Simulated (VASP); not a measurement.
Set up this calculation in VASP 6.6.1, as the native input.

| Property | Result |
| --- | --- |
| Task | single point |
| Functional | PBEsol |
| Dispersion | D3(BJ) |
| Potentials or basis | VASP PAW PBE potentials, release 64 (Al) |
| Cutoff | 520 eV |
| k mesh | 18 × 18 × 10 |
| Occupations | gaussian, width 0.1 eV |
| Spin | no spin polarisation |
| Dipole correction | no |
| Further INCAR settings | ALGO = Normal; EDIFF = 1e-07; NBANDS = 10 |

The structure of Al lies in POSCAR:

```
Al
1.0
    2.7902591878      0.0000000000      0.0000000000
   -1.3951295939      2.4164353398      0.0000000000
    0.0000000000      0.0000000000      4.6479176696
Al
2
Direct
    0.6666666667      0.3333333333      0.7500000000
    0.3333333333      0.6666666667      0.2500000000
```

These files were run (other wordings do the same):

INCAR

```
SYSTEM = Al
PREC     = Accurate       ! precision mode
ENCUT    = 520            ! plane-wave cutoff, eV
EDIFF    = 1E-7           ! SCF threshold, eV
ISMEAR   = 0              ! smearing method
SIGMA    = 0.1            ! smearing width, eV
LREAL    = .FALSE.        ! projectors in reciprocal space
LASPH    = .TRUE.         ! aspherical terms in the spheres
NELM     = 60             ! most SCF steps
ALGO     = Normal         ! electronic algorithm
ISIF     = 2              ! what is computed and relaxed
LWAVE    = .FALSE.        ! write WAVECAR
LCHARG   = .FALSE.        ! write CHGCAR
GGA      = PS             ! functional
IVDW     = 12             ! dispersion correction
NBANDS   = 10             ! bands
```

KPOINTS

```
regular mesh
0
G
  18 18 10
  0 0 0
```

Potentials or basis: VASP PAW PBE potentials, release 64 (Al).

Command:

```bash
$ cat potpaw_PBE.64/Al/POTCAR > POTCAR
$ mpirun -np 1 vasp_std > vasp.out
```

It gave:

| Quantity | Value |
| --- | --- |
| Pressure | 0.1 GPa |
| Band gap on the k mesh | zero (band 3 reaches 12.56 eV, above the bottom of band 4 at 5.26 eV) |
| Dispersion energy per atom | -0.335 eV |

Caveat: the PAW data sets were made with another functional, which shifts forces and pressure a little; pairwise dispersion overbinds metals, which lowers pressure and volume.

It took 16 s on 1 thread of Intel(R) Xeon(R) 6975P-C (Granite Rapids) (shared host), peak memory 0.19 GiB.
